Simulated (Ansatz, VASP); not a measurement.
**Ti in VASP and in Ansatz**

INCAR

```
SYSTEM = Ti
ALGO     = Fast           ! electronic algorithm
EDIFF    = 1E-7           ! SCF threshold, eV
ENCUT    = 520            ! plane-wave cutoff, eV
GGA      = PS             ! functional
ISIF     = 2              ! what is computed and relaxed
ISMEAR   = 0              ! smearing method
LASPH    = .True.         ! aspherical terms in the spheres
LCHARG   = .False.        ! write CHGCAR
LREAL    = .False.        ! projectors in reciprocal space
LWAVE    = .False.        ! write WAVECAR
NBANDS   = 19             ! bands
NELM     = 100            ! most SCF steps
PREC     = Accurate       ! precision mode
SIGMA    = 0.15           ! smearing width, eV
```

Contents of KPOINTS:

```
k-points
0
Gamma
  24 24 24
  0 0 0
```

Contents of POSCAR:

```
Ti
1.0
    0.0000000000     -2.0279211515     -2.0279211515
   -2.0279211515      0.0000000000     -2.0279211515
    2.0279211515      2.0279211515     -4.0558423031
Ti
2
Direct
    0.4893237293      0.4893237293      0.5320288120
    0.0106762707      0.0106762707     -0.0320288120
```

Input for Ansatz:

```yaml
crystal:
  lattice:
    - [0.0, -2.0279211515, -2.0279211515]
    - [-2.0279211515, 0.0, -2.0279211515]
    - [2.0279211515, 2.0279211515, -4.0558423031]
  atoms:
    - { symbol: Ti, position: [0.4893237293, 0.4893237293, 0.532028812] }
    - { symbol: Ti, position: [0.0106762707, 0.0106762707, -0.032028812] }
basis:
  ecutwfc: 420
kpoints:
  mp_grid: { grid: [24, 24, 24] }
hamiltonian:
  xc: pbesol
scf:
  occupations: { method: gaussian, width: 0.15 }
output:
  forces: true
  stress: true
  eigenvalues: true
```

Change from the starting cell: mode 6 (178.2 1/cm) frozen in, largest displacement -0.150 Å.

Alike in both runs: task single point; functional PBEsol; k mesh 24 × 24 × 24; occupations gaussian, width 0.15 eV; no spin polarisation.

```csv
,VASP,Ansatz
version,VASP 6.6.1,Ansatz 0.2.0
potentials or method,"VASP PAW PBE potentials, release 64 (Ti_sv), cutoff 520 eV","scalar-relativistic, plane waves, PAW"
valence electrons in the cell,24,24
```

```csv
,VASP,Ansatz,Ansatz less VASP
gap on the k mesh at the Fermi level (eV),none,none,-
pressure (GPa),4.1,4.4,+0.31
"traceless stress, the component that is largest in VASP (GPa)",1.11,1.09,-0.018
rms of the force components (eV/Å),0.908,0.915,+0.0069
```

VASP's potentials were made for PBE, not for PBEsol. Atom by atom the forces differ by 0.007 eV/Å (rms over components). A gap of «none» marks a metal or a gap that the smearing closes.
